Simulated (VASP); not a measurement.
Crystal: Hg.

```xyz
1
Lattice="-1.8042 1.8042 1.8042 1.8042 -1.8042 1.8042 1.8042 1.8042 -1.8042" Properties=species:S:1:pos:R:3 pbc="T T T"
Hg    0.0000    0.0000    0.0000
```

* Program: VASP 6.6.1
* Task: relaxation of cell and atoms
* Functional: PBE
* Potentials or basis: VASP PAW PBE potentials, release 64 (Hg_sv_GW)
* Cutoff: 500 eV
* k mesh: 16 × 16 × 16
* Occupations: fermi-dirac, width 0.05 eV
* Spin: no spin polarisation

At the start: pressure 4.3 GPa; volume 23.49 Å³/atom.

Q: Where does the relaxation end?

A: Over 3 steps the energy falls by 27.1 meV/atom and the volume is 25.80 Å³/atom (+9.8 %); space group Im-3m (No. 229, to 0.1 Å) before and after.

Step by step:
```
step  energy change (eV)  largest force (eV/Å)  pressure (GPa)  volume (Å³)
   1              0.0000                0.0000            4.32        23.49
   2             -0.0270                0.0000            0.10        25.71
   3             -0.0271                0.0000           -0.01        25.80
```

Final structure:
```
CELL_PARAMETERS angstrom
-1.86142 1.86142 1.86142
1.86142 -1.86142 1.86142
1.86142 1.86142 -1.86142
ATOMIC_POSITIONS crystal
Hg 0.00000 0.00000 0.00000
```
